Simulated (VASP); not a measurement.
# Ga3AsN2 (I-4m2) in VASP: a series of runs

Runs on Ga3AsN2. Level: PBE. Tasks: single point, relaxation of cell and atoms.

Program: VASP 6.6.1. These are calculated values, not measurements. Logs are shortened: lines on timing, memory, paths and dates and some standing lists are left out, and cuts for length are marked.

## (1) The cell of the first run

Symmetry: I-4m2, No. 119, tetragonal system. Conventional cell: a = 3.514 Å, b = 3.514 Å, c = 14.705 Å, α = 90.00°, β = 90.00°, γ = 90.00°. Ga (site symmetry -4m2) has 4 N at 2.03 Å within 2.7 Å. Within 2.7 Å of Ga (site symmetry 2mm) lie 2 N at 2.05 Å and 2 As at 2.38 Å. Within 3.1 Å of As (site symmetry -4m2) lie 4 Ga at 2.38 Å. N (site symmetry 2mm) has 4 Ga at 2.03 to 2.05 Å within 2.7 Å.

## (2) Single point, PBE

The input, INCAR:

```
SYSTEM = Ga3AsN2
PREC     = Accurate       ! precision mode
ENCUT    = 520            ! plane-wave cutoff, eV
EDIFF    = 1E-7           ! SCF threshold, eV
ISMEAR   = 0              ! smearing method
SIGMA    = 0.1            ! smearing width, eV
LREAL    = .False.        ! projectors in reciprocal space
LASPH    = .True.         ! aspherical terms in the spheres
NELM     = 60             ! most SCF steps
ALGO     = Normal         ! electronic algorithm
ISIF     = 2              ! what is computed and relaxed
LWAVE    = .False.        ! write WAVECAR
LCHARG   = .False.        ! write CHGCAR
GGA      = PE             ! functional
NBANDS   = 36             ! bands
```

The input, KPOINTS:

```
Automatic mesh
0
Gamma
  6 6 6
  0 0 0
```

The input, POSCAR:

```
Ga3AsN2
1.0
   -1.7571561679      1.7571561679      7.3527029773
    1.7571561679     -1.7571561679      7.3527029773
    1.7571561679      1.7571561679     -7.3527029773
Ga As N
3 1 2
Direct
    0.0000000000      0.0000000000      0.0000000000
    0.6413007223      0.6413007223      0.0000000000
    0.3586992777      0.3586992777      0.0000000000
    0.2500000000      0.7500000000      0.5000000000
    0.5690061807      0.0690061807      0.5000000000
    0.9309938193      0.4309938193      0.5000000000
```

Potentials or basis: VASP PAW PBE potentials, release 64 (Ga_d, As, N).

Launch:

```
cat potpaw_PBE.64/Ga_d/POTCAR potpaw_PBE.64/As/POTCAR potpaw_PBE.64/N/POTCAR > POTCAR
mpirun -np 1 vasp_std > vasp.out
```

OUTCAR:

```text
SYSTEM = Ga3AsN2
   PREC = Accurate
   ENCUT = 520
   EDIFF = 1E-7
   ISMEAR = 0
   LREAL = .False.
   LASPH = .True.
   NELM = 60
   ISIF = 2
   GGA = PE

 ion  position               nearest neighbor table
   1  0.000  0.000  0.000-   6 2.03   5 2.03   5 2.03   6 2.03
   2  0.641  0.641  0.000-   5 2.05   5 2.05   4 2.38   4 2.38
   3  0.359  0.359  0.000-   6 2.05   6 2.05   4 2.38   4 2.38
   4  0.250  0.750  0.500-   3 2.38   2 2.38   3 2.38   2 2.38
   5  0.569  0.069  0.500-   1 2.03   1 2.03   2 2.05   2 2.05
   6  0.931  0.431  0.500-   1 2.03   1 2.03   3 2.05   3 2.05

  LATTYP: Found a body centered tetragonal cell.
 ALAT       =     3.5143123358
 C/A-ratio  =     4.1844334110

  Lattice vectors:

 A1 = (  -1.7571561679,   1.7571561679,   7.3527029773)
 A2 = (   1.7571561679,  -1.7571561679,   7.3527029773)
 A3 = (   1.7571561679,   1.7571561679,  -7.3527029773)

Analysis of symmetry for initial positions (statically):
=====================================================================
 Subroutine PRICEL returns:
 Original cell was already a primitive cell.

 Routine SETGRP: Setting up the symmetry group for a
 body centered tetragonal supercell.

 Subroutine GETGRP returns: Found  8 space group operations
 (whereof  8 operations were pure point group operations)
 out of a pool of 16 trial point group operations.

The static configuration has the point symmetry D_2d.

Analysis of symmetry for dynamics (positions and initial velocities):
=====================================================================
 Subroutine PRICEL returns:
 Original cell was already a primitive cell.

 Routine SETGRP: Setting up the symmetry group for a
 body centered tetragonal supercell.

 Subroutine GETGRP returns: Found  8 space group operations
 (whereof  8 operations were pure point group operations)
 out of a pool of 16 trial point group operations.

The dynamic configuration has the point symmetry D_2d.

 Subroutine INISYM returns: Found  8 space group operations
 (whereof  8 operations are pure point group operations),
 and found     1 'primitive' translations

----------------------------------------------------------------------------------------

                                     Primitive cell

  volume of cell :      90.8088

  direct lattice vectors                    reciprocal lattice vectors
    -1.757156168  1.757156168  7.352702977     0.000000000  0.284550690  0.068002203
     1.757156168 -1.757156168  7.352702977     0.284550690  0.000000000  0.068002203
     1.757156168  1.757156168 -7.352702977     0.284550690  0.284550690  0.000000000

[... 91 lines left out ...]
   EDIFF  = 0.1E-06   stopping-criterion for ELM
   LREAL  =      F    real-space projection
   EDIFFG = 0.1E-05   stopping-criterion for IOM
   NSW    =      0    number of steps for IOM
   IBRION =     -1    ionic relax: 0-MD 1-quasi-New 2-CG
   NFREE  =      0    steps in history (QN), initial steepest desc. (CG)
   ISIF   =      2    stress and relaxation
   ISYM   =      2    0-nonsym 1-usesym 2-fastsym
   POTIM  = 0.5000    time-step for ionic-motion
   TEBEG  =    0.0;   TEEND  =   0.0 temperature during run
   PSTRESS=    0.0 pullay stress
   NELECT =      54.0000    total number of electrons
   NUPDOWN=      -1.0000    fix difference up-down
   EMIN   =  10.00;   EMAX   =-10.00  energy-range for DOS
   EFERMI =   0.00;   METHOD = LEGACY
   ISMEAR =     0;   SIGMA  =   0.10  broadening in eV -4-tet -1-fermi 0-gaus
   EFERMI_NEDOS =   21; number of points for ismear=-14 and -15
   IALGO  =     38    algorithm
   IMIX   =      4    mixing-type and parameters
     AMIX     =   0.40;   BMIX     =  1.00
     AMIX_MAG =   1.60;   BMIX_MAG =  1.00
  volume/ion in A,a.u.               =      15.13       102.13
  Fermi-wavevector in a.u.,A,eV,Ry     =   1.376671  2.601531 25.786076  1.895223
  Thomas-Fermi vector in A             =   2.501894
   LORBIT       =      0    0 simple, 1 ext, 2 COOP (PROOUT), +10 PAW based schemes
   GGA     = PE    functional components
   LHFCALC =     F    Hartree Fock is set to
   AEXX    =    0.0000 exact exchange contribution
   IVDW    =     0    specifies the selected vdW correction
   LEPSILON=     F    determine dielectric tensor
   LRPA    =     F    only Hartree local field effects (RPA)
 non-spin polarized calculation
 Gauss-broadening in eV      SIGMA  =   0.10
  energy-cutoff  :      520.00
  volume of cell :       90.81
 maximum number of plane-waves:      2491
 NGX is ok and might be reduce to    60
   NGX = 29   NGY = 29   NGZ = 29

 number of electron      53.9999991 magnetization

 Free energy of the ion-electron system (eV)
  ---------------------------------------------------
  ext. energy  EPLUGINS =         0.00000000
  ---------------------------------------------------
  free energy    TOTEN  =       -30.95495777 eV

  energy without entropy =      -30.95071033  energy(sigma->0) =      -30.95283405

 E-fermi :   5.9097     XC(G=0): -10.7405

 val. band max:        5.8687901276   @ k =   0.5000   0.0000   0.0000
 cond. band min:       6.0004167892   @ k =   0.1667   0.0000  -0.0000
 fundamental gap:      0.1316266615
 Fermi energy:         5.9097069433

 k-point     1 :       0.0000    0.0000    0.0000
  band No.  band energies     occupation
      1     -10.9327      2.00000
      2     -10.6312      2.00000
      3      -9.6249      2.00000
      4      -9.6249      2.00000
      5      -9.5888      2.00000
      6      -9.5613      2.00000
[... 925 lines left out ...]
     35      12.1922      0.00000
     36      13.2797      0.00000

 [... further k-points ...]
[... 5 lines left out ...]
  --------------------------------------------------------------------------------------
  -------------------------------------------------------------------------------------
  Total        0.0393143      0.0393143      0.0522227      0.0000000     -0.0000000      0.0000000
  in kB        0.6936385      0.6936385      0.9213865      0.0000000     -0.0000000      0.0000000
  external PRESSURE =       0.7695545 kB  Pullay stress =       0.0000000 kB

 VOLUME and BASIS-vectors are now :
 -----------------------------------------------------------------------------
  energy-cutoff  :      520.00
  volume of cell :       90.81
      direct lattice vectors                 reciprocal lattice vectors
    -1.757156168  1.757156168  7.352702977     0.000000000  0.284550690  0.068002203
     1.757156168 -1.757156168  7.352702977     0.284550690  0.000000000  0.068002203
     1.757156168  1.757156168 -7.352702977     0.284550690  0.284550690  0.000000000

 POSITION                                       TOTAL-FORCE (eV/Angst)
 -----------------------------------------------------------------------------------
      0.00000      0.00000      0.00000        -0.000000      0.000000      0.000000
      0.00000      0.00000      9.43059        -0.000000     -0.000000     -0.004495
      0.00000      0.00000      5.27482         0.000000      0.000000      0.004495
      1.75716     -0.00000      3.67635        -0.000000      0.000000      0.000000
     -0.00000      1.75716      1.01476         0.000000     -0.000000      0.000581
     -0.00000      1.75716      6.33794         0.000000     -0.000000     -0.000581
 -----------------------------------------------------------------------------------
    total drift:                                0.000002     -0.000002      0.000000

  FREE ENERGIE OF THE ION-ELECTRON SYSTEM (eV)
  ---------------------------------------------------
  free  energy   TOTEN  =       -30.9549577662 eV

  energy  without entropy=      -30.9507103290  energy(sigma->0) =      -30.95283405
```

stdout:

```text
POSCAR found type information on POSCAR GaAsN
 POSCAR found :  3 types and       6 ions
 scaLAPACK will be used
 LDA part: xc-table for (Slater+PW92), standard interpolation
 POSCAR, INCAR and KPOINTS ok, starting setup
 FFT: planning ... GRIDC
 FFT: planning ... GRID_SOFT
 FFT: planning ... GRID
 WAVECAR not read
 entering main loop
```

Wall time 6.5 min (1 thread of Intel Xeon 6975P-C (Granite Rapids), shared host); peak memory 0.5 GiB.

What came out:

| Quantity | Value |
| --- | --- |
| Free energy | -30.9550 eV |
| Pressure | 0.1 GPa |
| Largest force | 0.004 eV/Å |
| Band gap on the k mesh | zero (band 27 reaches 5.87 eV, above the bottom of band 28 at 5.52 eV) |

Forces on the atoms (eV/Å):
```
Ga   0.000  0.000  0.000
Ga   0.000  0.000 -0.004
Ga   0.000  0.000  0.004
As   0.000  0.000  0.000
N    0.000  0.000  0.001
N    0.000  0.000 -0.001
```

Caveat: the k points lie up to 0.42 Å⁻¹ apart.

## (3) Single point, PBE

This run uses another cell than the first one, of 16.68 Å³/atom, 1.102 times its volume.

The input, INCAR:

```
SYSTEM = Ga3AsN2
PREC = Accurate
ENCUT = 520
EDIFF = 1E-7
ISMEAR = 0
SIGMA = 0.1
LREAL = .FALSE.
LASPH = .TRUE.
NELM = 100
ALGO = Normal
ISIF = 2
LWAVE = .FALSE.
LCHARG = .TRUE.
GGA = PE
LELF = .TRUE.
LVHAR = .TRUE.
NBANDS = 36
```

The input, KPOINTS:

```
Automatic mesh
0
G
  6 6 6
  0 0 0
```

The input, POSCAR:

```
Ga3AsN2
1.0
   -1.8067373500      1.8067373500      7.6653373800
    1.8067373500     -1.8067373500      7.6653373800
    1.8067373500      1.8067373500     -7.6653373800
Ga As N
3 1 2
Direct
    0.0000000000      0.0000000000      0.0000000000
    0.6666666700      0.6666666700      0.0000000000
    0.3333333300      0.3333333300      0.0000000000
    0.2500000000      0.7500000000      0.5000000000
    0.5833333300      0.0833333300      0.5000000000
    0.9166666700      0.4166666700      0.5000000000
```

Potentials or basis: VASP PAW PBE potentials, release 64 (Ga_d, As, N).

Launch:

```
cat potpaw_PBE.64/Ga_d/POTCAR potpaw_PBE.64/As/POTCAR potpaw_PBE.64/N/POTCAR > POTCAR
mpirun -np 1 vasp_std > vasp.out
```

Run time: 5.1 min. Hardware: 1 thread of Intel Xeon 6975P-C (Granite Rapids), shared host; peak memory 0.54 GiB.

The run converged. Its results:

```yaml
Free_energy: -28.8646 eV
Pressure: -2.3 GPa
Largest_force: 5.057 eV/Å
Band_gap_on_the_k_mesh: 0.30 eV, direct
```

Forces in eV/Å, atoms in the order of the input:
```
Ga   0.000  0.000  0.000
Ga   0.000  0.000 -5.057
Ga   0.000  0.000  5.057
As   0.000  0.000  0.000
N    0.000  0.000 -0.171
N    0.000  0.000  0.171
```

Stress tensor (GPa, compression positive):
```
-1.48  0.00  0.00
 0.00 -1.48  0.00
 0.00  0.00 -3.81
```

Levels at points of the mesh, in eV from the valence-band top:
| k point | band 23 | band 24 | band 25 | band 26 | band 27 | band 28 | band 29 | band 30 | band 31 | band 32 |
| --- | --- | --- | --- | --- | --- | --- | --- | --- | --- | --- |
| (0.00, 0.00, 0.00) | -1.64 | -1.64 | -0.09 | 0.00 | 0.00 | 0.30 | 2.69 | 3.30 | 4.04 | 4.14 |
| (0.50, 0.00, 0.00) | -2.21 | -0.98 | -0.90 | -0.87 | -0.70 | 1.77 | 3.34 | 4.16 | 5.13 | 6.15 |
| (0.50, 0.50, 0.00) | -2.94 | -2.75 | -2.64 | -2.13 | -2.12 | 1.91 | 3.47 | 3.95 | 4.28 | 4.74 |
| (0.50, 0.50, 0.50) | -1.75 | -0.85 | -0.85 | -0.56 | -0.56 | 2.00 | 2.30 | 3.33 | 3.52 | 5.13 |

Caveat: forces of over 1 eV/Å act on the atoms, so gaps and moduli don't describe the material at rest.

(Part 1 of 2 ends here.)
